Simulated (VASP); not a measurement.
# TiS2 in VASP: a series of runs

The runs below take TiS2 through single point, with PBE+D3(BJ).

Everything below comes from runs of VASP 6.6.1. Logs are shortened: lines on timing, memory, paths and dates and some standing lists are left out, and cuts for length are marked.

### Step 1. The cell of the first run

The cell holds a sheet with vacuum, 3 atoms: a = 3.400 Å, b = 3.400 Å, c = 16.860 Å, α = 90.00°, β = 90.00°, γ = 120.00°.

### Step 2. Single point, PBE+D3(BJ)

Input file INCAR:

```
  PREC = Accurate
  ENCUT = 400
  EDIFF = 1E-6
  ISMEAR = 0
  SIGMA = 0.08
  LREAL = F
  LASPH = T
  NELM = 120
  ALGO = Normal
  ISIF = 2
  LWAVE = F
  LCHARG = F
  LDIPOL = T
  IDIPOL = 3
  DIPOL = 0.5 0.5 0.500
  GGA = PE
  IVDW = 12
  NBANDS = 19
  GGA_COMPAT = F
  NELMDL = -8
```

Input file KPOINTS:

```
Automatic mesh
0
Gamma
  12 12 1
```

Input file POSCAR:

```
TiS2
1.0
    3.4000000000      0.0000000000      0.0000000000
   -1.7000000000      2.9444863729      0.0000000000
    0.0000000000      0.0000000000     16.8600000000
S Ti
2 1
Direct
    0.3333330000      0.6666670000      0.4151838671
    0.6666670000      0.3333330000      0.5848161329
    0.0000000000      0.0000000000      0.5000000000
```

Potentials or basis: VASP PAW PBE potentials, release 64 (S, Ti_sv).

Launch:

```bash
$ cat potpaw_PBE.64/S/POTCAR potpaw_PBE.64/Ti_sv/POTCAR > POTCAR
$ mpirun -np 1 vasp_std > vasp.out
```

OUTCAR:

```text
PREC = Accurate
   ENCUT = 400
   EDIFF = 1E-6
   ISMEAR = 0
   LREAL = F
   LASPH = T
   NELM = 120
   ISIF = 2
   GGA = PE
   IVDW = 12
   NELMDL = -8
 IVDW          = 12

 ion  position               nearest neighbor table
   1  0.333  0.667  0.415-   3 2.43   3 2.43   3 2.43
   2  0.667  0.333  0.585-   3 2.43   3 2.43   3 2.43
   3  0.000  0.000  0.500-   1 2.43   2 2.43   2 2.43   1 2.43   2 2.43   1 2.43

  LATTYP: Found a hexagonal cell.
 ALAT       =     3.4000000000
 C/A-ratio  =     4.9588235294

  Lattice vectors:

 A1 = (   3.4000000000,   0.0000000000,   0.0000000000)
 A2 = (  -1.7000000000,   2.9444863729,   0.0000000000)
 A3 = (   0.0000000000,   0.0000000000,  16.8600000000)

Analysis of symmetry for initial positions (statically):
=====================================================================
 Subroutine PRICEL returns:
 Original cell was already a primitive cell.

 Routine SETGRP: Setting up the symmetry group for a
 hexagonal supercell.

 Subroutine GETGRP returns: Found 12 space group operations
 (whereof 12 operations were pure point group operations)
 out of a pool of 24 trial point group operations.

The static configuration has the point symmetry D_3d.

Analysis of symmetry for dynamics (positions and initial velocities):
=====================================================================
 Subroutine PRICEL returns:
 Original cell was already a primitive cell.

 Routine SETGRP: Setting up the symmetry group for a
 hexagonal supercell.

 Subroutine GETGRP returns: Found 12 space group operations
 (whereof 12 operations were pure point group operations)
 out of a pool of 24 trial point group operations.

The dynamic configuration has the point symmetry D_3d.

 Subroutine INISYM returns: Found 12 space group operations
 (whereof 12 operations are pure point group operations),
 and found     1 'primitive' translations

----------------------------------------------------------------------------------------

                                     Primitive cell

  volume of cell :     168.7897

  direct lattice vectors                    reciprocal lattice vectors
     3.400000000  0.000000000  0.000000000     0.294117647  0.169808903  0.000000000
    -1.700000000  2.944486373  0.000000000     0.000000000  0.339617805  0.000000000
     0.000000000  0.000000000 16.860000000     0.000000000  0.000000000  0.059311981

  length of vectors
     3.400000000  3.400000000 16.860000000     0.339617805  0.339617805  0.059311981

  position of ions in fractional coordinates (direct lattice)
     0.333333000  0.666667000  0.415183867
     0.666667000  0.333333000  0.584816133
     0.000000000  0.000000000  0.500000000

  ion indices of the primitive-cell ions
   primitive index   ion index
                 1           1
                 2           2
                 3           3

----------------------------------------------------------------------------------------

 KPOINTS: Automatic mesh

Automatic generation of k-mesh.
 Grid dimensions read from file:
 generate k-points for:   12   12    1

 Generating k-lattice:

  Cartesian coordinates                     Fractional coordinates (reciprocal lattice)
     0.024509804  0.014150742  0.000000000     0.083333333  0.000000000  0.000000000
     0.000000000  0.028301484  0.000000000     0.000000000  0.083333333  0.000000000
     0.000000000  0.000000000  0.059311981     0.000000000  0.000000000  1.000000000

  Length of vectors
     0.028301484  0.028301484  0.059311981

  Shift w.r.t. Gamma in fractional coordinates (k-lattice)
     0.000000000  0.000000000  0.000000000

 Subroutine IBZKPT returns following result:
 ===========================================

 Found     19 irreducible k-points:

 Following reciprocal coordinates:
            Coordinates               Weight
  0.000000  0.000000  0.000000      1.000000
  0.083333 -0.000000  0.000000      6.000000
  0.166667 -0.000000  0.000000      6.000000
  0.250000 -0.000000  0.000000      6.000000
  0.333333  0.000000  0.000000      6.000000
  0.416667  0.000000  0.000000      6.000000
[... 11 lines left out ...]
  0.333333  0.250000  0.000000     12.000000
  0.333333  0.333333  0.000000      2.000000
   k-points           NKPTS =     19   k-points in BZ     NKDIM =     19   number of bands    NBANDS=     19
   number of dos      NEDOS =    301   number of ions     NIONS =      3
   total plane-waves  NPLWV =  64512
   dimension x,y,z NGX =    24 NGY =   24 NGZ =  112
   dimension x,y,z NGXF=    48 NGYF=   48 NGZF=  224
   ions per type =               2   1
   NGX,Y,Z   is equivalent  to a cutoff of  11.74, 11.74, 11.04 a.u.
   NGXF,Y,Z  is equivalent  to a cutoff of  23.47, 23.47, 22.09 a.u.
 SYSTEM =  unknown system
   PREC   = accura    normal or accurate (medium, high low for compatibility)
   ISTART =      0    job   : 0-new  1-cont  2-samecut
   ICHARG =      2    charge: 1-file 2-atom 10-const
   ISPIN  =      1    spin polarized calculation?
   LNONCOLLINEAR =      F non collinear calculations
   LSORBIT =      F    spin-orbit coupling
   LASPH  =      T    aspherical Exc in radial PAW
   ENCUT  =  400.0 eV  29.40 Ry    5.42 a.u.   5.54  5.54 27.49*2*pi/ulx,y,z
   NELM   =    120;   NELMIN=  2; NELMDL= -8     # of ELM steps
   EDIFF  = 0.1E-05   stopping-criterion for ELM
   LREAL  =      F    real-space projection
   EDIFFG = 0.1E-04   stopping-criterion for IOM
   NSW    =      0    number of steps for IOM
   IBRION =     -1    ionic relax: 0-MD 1-quasi-New 2-CG
   NFREE  =      0    steps in history (QN), initial steepest desc. (CG)
   ISIF   =      2    stress and relaxation
   ISYM   =      2    0-nonsym 1-usesym 2-fastsym
   POTIM  = 0.5000    time-step for ionic-motion
   TEBEG  =    0.0;   TEEND  =   0.0 temperature during run
   PSTRESS=    0.0 pullay stress
   NELECT =      24.0000    total number of electrons
   NUPDOWN=      -1.0000    fix difference up-down
   EMIN   =  10.00;   EMAX   =-10.00  energy-range for DOS
   EFERMI =   0.00;   METHOD = LEGACY
   ISMEAR =     0;   SIGMA  =   0.08  broadening in eV -4-tet -1-fermi 0-gaus
   EFERMI_NEDOS =   21; number of points for ismear=-14 and -15
   IALGO  =     38    algorithm
   IMIX   =      4    mixing-type and parameters
     AMIX     =   0.40;   BMIX     =  1.00
     AMIX_MAG =   1.60;   BMIX_MAG =  1.00
  volume/ion in A,a.u.               =      56.26       379.68
  Fermi-wavevector in a.u.,A,eV,Ry     =   0.854470  1.614713  9.933860  0.730118
  Thomas-Fermi vector in A             =   1.971071
   LORBIT       =      0    0 simple, 1 ext, 2 COOP (PROOUT), +10 PAW based schemes
   GGA     = PE    functional components
   LHFCALC =     F    Hartree Fock is set to
   AEXX    =    0.0000 exact exchange contribution
   IVDW    =    12    specifies the selected vdW correction
   LEPSILON=     F    determine dielectric tensor
   LRPA    =     F    only Hartree local field effects (RPA)
 non-spin polarized calculation
 Gauss-broadening in eV      SIGMA  =   0.08
  energy-cutoff  :      400.00
  volume of cell :      168.79
 maximum number of plane-waves:      3115
 NGX is ok and might be reduce to    24
   NGX = 11   NGY = 11   NGZ = 55

 number of electron      23.9999995 magnetization

 dipolmoment           0.000000      0.000000     -0.000000 electrons x Angstroem

 Free energy of the ion-electron system (eV)
  ---------------------------------------------------
  ext. energy  EPLUGINS =         0.00000000
  ---------------------------------------------------
  free energy    TOTEN  =       -19.95037991 eV

  energy without entropy =      -19.94826006  energy(sigma->0) =      -19.94931999

 E-fermi :  -1.9446     XC(G=0):  -4.0301

 val. band max:       -2.3137798760   @ k =   0.0833  -0.0000   0.0000
 cond. band min:      -1.9140828760   @ k =   0.5000  -0.0000   0.0000
 fundamental gap:      0.3996969999
 Fermi energy:        -1.9446406210

 k-point     1 :       0.0000    0.0000    0.0000
  band No.  band energies     occupation
      1     -59.6518      2.00000
      2     -35.8835      2.00000
      3     -35.8330      2.00000
      4     -35.8330      2.00000
      5     -15.4900      2.00000
      6     -14.3025      2.00000
[... 11 lines left out ...]
     18       3.2061      0.00000
     19       3.5921      0.00000

 k-point     2 :       0.0833   -0.0000    0.0000
  band No.  band energies     occupation
      1     -59.6509      2.00000
      2     -35.8818      2.00000
      3     -35.8418      2.00000
      4     -35.8350      2.00000
      5     -15.4093      2.00000
      6     -14.2751      2.00000
[... 11 lines left out ...]
     18       3.3548      0.00000
     19       3.7148      0.00000

 k-point     3 :       0.1667   -0.0000    0.0000
  band No.  band energies     occupation
      1     -59.6486      2.00000
      2     -35.8771      2.00000
      3     -35.8658      2.00000
      4     -35.8405      2.00000
      5     -15.1787      2.00000
      6     -14.1988      2.00000
[... 11 lines left out ...]
     18       3.7413      0.00000
     19       4.0604      0.00000

 k-point     4 :       0.2500   -0.0000    0.0000
  band No.  band energies     occupation
      1     -59.6454      2.00000
      2     -35.8988      2.00000
      3     -35.8704      2.00000
      4     -35.8480      2.00000
      5     -14.8350      2.00000
      6     -14.0905      2.00000
[... 297 lines left out ...]
     18       5.4692      0.00000
     19       5.7028      0.00000

 k-point    18 :       0.3333    0.2500    0.0000
  band No.  band energies     occupation
      1     -59.6380      2.00000
      2     -35.9396      2.00000
      3     -35.9018      2.00000
      4     -35.8551      2.00000
      5     -13.8503      2.00000
      6     -13.8008      2.00000
[... 11 lines left out ...]
     18       5.6079      0.00000
     19       5.8631      0.00000

 k-point    19 :       0.3333    0.3333    0.0000
  band No.  band energies     occupation
      1     -59.6375      2.00000
      2     -35.9234      2.00000
      3     -35.9234      2.00000
      4     -35.8543      2.00000
      5     -13.7851      2.00000
      6     -13.7851      2.00000
[... 11 lines left out ...]
     18       5.6863      0.00000
     19       6.3100      0.00000

------------------------ aborting loop because EDIFF is reached ----------------------------------------

 vacuum level on the upper side and lower side of the slab       (xc-potential included)        -0.198        -0.198

 Edisp (eV)   -0.81942

 E8    (eV) :    -0.3558

  FORCE on cell =-STRESS in cart. coord.  units (eV):
  Direction    XX          YY          ZZ          XY          YZ          ZX
  --------------------------------------------------------------------------------------
  -------------------------------------------------------------------------------------
  Total      -0.78109    -0.78109    -0.44463    -0.00000     0.00000     0.00000
  in kB      -7.41418    -7.41418    -4.22047    -0.00000     0.00000     0.00000
  external pressure =       -6.35 kB  Pullay stress =        0.00 kB

 VOLUME and BASIS-vectors are now :
 -----------------------------------------------------------------------------
  energy-cutoff  :      400.00
  volume of cell :      168.79
      direct lattice vectors                 reciprocal lattice vectors
     3.400000000  0.000000000  0.000000000     0.294117647  0.169808903  0.000000000
    -1.700000000  2.944486373  0.000000000     0.000000000  0.339617805  0.000000000
     0.000000000  0.000000000 16.860000000     0.000000000  0.000000000  0.059311981

 POSITION                                       TOTAL-FORCE (eV/Angst)
 -----------------------------------------------------------------------------------
     -0.00000      1.96299      7.00000         0.000000     -0.000000      0.118834
      1.70000      0.98149      9.86000        -0.000000      0.000000     -0.118834
      0.00000      0.00000      8.43000        -0.000000      0.000000      0.000000
 -----------------------------------------------------------------------------------
    total drift:                                0.000000     -0.000000      0.000000

  FREE ENERGIE OF THE ION-ELECTRON SYSTEM (eV)
  ---------------------------------------------------
  free  energy   TOTEN  =       -20.7698035840 eV

  energy  without entropy=      -20.7676837321  energy(sigma->0) =      -20.76874366

 vacuum level on the upper side and lower side of the slab         3.661         3.661
```

It took 78 s on 1 thread of AMD EPYC 9R14 (Zen 4), shared host; peak memory 0.22 GiB.

What came out:

| Quantity | Value |
| --- | --- |
| Free energy | -20.7698 eV |
| Largest force | 0.119 eV/Å |
| Band gap on the k mesh | zero (filled and empty bands touch) |
| Dispersion energy per atom | -0.273 eV |

Forces on the atoms (eV/Å):
```
S    0.000  0.000  0.119
S    0.000  0.000 -0.119
Ti   0.000  0.000  0.000
```

### Step 3. Single point, PBE+D3(BJ)

This run uses another cell than the first one.

Input file INCAR:

```
SYSTEM = TiS2
PREC = Accurate
ENCUT = 400
EDIFF = 1E-6
ISMEAR = 0
SIGMA = 0.08
LREAL = .FALSE.
LASPH = .TRUE.
NELM = 120
ALGO = Normal
ISIF = 2
LWAVE = .FALSE.
LCHARG = .FALSE.
LDIPOL = .TRUE.
IDIPOL = 3
DIPOL = 0.5 0.5 0.286
GGA = PE
IVDW = 12
NBANDS = 19
GGA_COMPAT = .FALSE.
NELMDL = -8
```

Input file KPOINTS:

```
Automatic mesh
0
G
  12 12 1
  0 0 0
```

Input file POSCAR:

```
TiS2
1.0
    3.3687920990      0.0000000000      0.0000000000
   -1.6843960495      2.9174595378      0.0000000000
    0.0000000000      0.0000000000     29.5200000028
S Ti
2 1
Direct
    0.3333333333      0.6666666667      0.2370500379
    0.6666666667      0.3333333333      0.3340881734
    0.0000000000      0.0000000000      0.2855691057
```

Potentials or basis: VASP PAW PBE potentials, release 64 (S, Ti_sv).

Launch:

```bash
$ cat potpaw_PBE.64/S/POTCAR potpaw_PBE.64/Ti_sv/POTCAR > POTCAR
$ mpirun -np 1 vasp_std > vasp.out
```

OUTCAR:

```text
SYSTEM = TiS2
   PREC = Accurate
   ENCUT = 400
   EDIFF = 1E-6
   ISMEAR = 0
   LREAL = .FALSE.
   LASPH = .TRUE.
   NELM = 120
   ISIF = 2
   GGA = PE
   IVDW = 12
   NELMDL = -8
 IVDW          = 12

 ion  position               nearest neighbor table
   1  0.333  0.667  0.237-   3 2.42   3 2.42   3 2.42
   2  0.667  0.333  0.334-   3 2.42   3 2.42   3 2.42
   3  0.000  0.000  0.286-   2 2.42   2 2.42   2 2.42   1 2.42   1 2.42   1 2.42

  LATTYP: Found a hexagonal cell.
 ALAT       =     3.3687920990
[... 617 lines left out ...]

  FORCE on cell =-STRESS in cart. coord.  units (eV):
  Direction    XX          YY          ZZ          XY          YZ          ZX
  --------------------------------------------------------------------------------------
  -------------------------------------------------------------------------------------
  Total      -0.07979    -0.07979    -0.05825    -0.00000    -0.00000     0.00000
  in kB      -0.44063    -0.44063    -0.32165    -0.00000    -0.00000     0.00000
  external pressure =       -0.40 kB  Pullay stress =        0.00 kB

 VOLUME and BASIS-vectors are now :
 -----------------------------------------------------------------------------
  energy-cutoff  :      400.00
  volume of cell :      290.13
      direct lattice vectors                 reciprocal lattice vectors
     3.368792099  0.000000000  0.000000000     0.296842302  0.171381983  0.000000000
    -1.684396050  2.917459538  0.000000000     0.000000000  0.342763965  0.000000000
     0.000000000  0.000000000 29.520000003     0.000000000  0.000000000  0.033875339

 POSITION                                       TOTAL-FORCE (eV/Angst)
 -----------------------------------------------------------------------------------
     -0.00000      1.94497      6.99772         0.000000     -0.000000     -0.015476
      1.68440      0.97249      9.86228        -0.000000      0.000000      0.015476
      0.00000      0.00000      8.43000         0.000000      0.000000      0.000000
 -----------------------------------------------------------------------------------
    total drift:                                0.000000      0.000000     -0.000025

  FREE ENERGIE OF THE ION-ELECTRON SYSTEM (eV)
  ---------------------------------------------------
  free  energy   TOTEN  =       -20.7736123907 eV

  energy  without entropy=      -20.7715813362  energy(sigma->0) =      -20.77259686

 vacuum level on the upper side and lower side of the slab         2.200         2.200
```

Wall time 2.5 min (1 thread of AMD EPYC 9R14 (Zen 4), shared host); peak memory 0.31 GiB.

Results:

```yaml
Free_energy: -20.7736 eV
Largest_force: 0.015 eV/Å
Band_gap_on_the_k_mesh: zero (bands 12 and 13 overlap by 0.08 eV)
Dispersion_energy_per_atom: -0.278 eV
```

Forces on the atoms (eV/Å):
```
S    0.000  0.000 -0.015
S    0.000  0.000  0.015
Ti   0.000  0.000  0.000
```
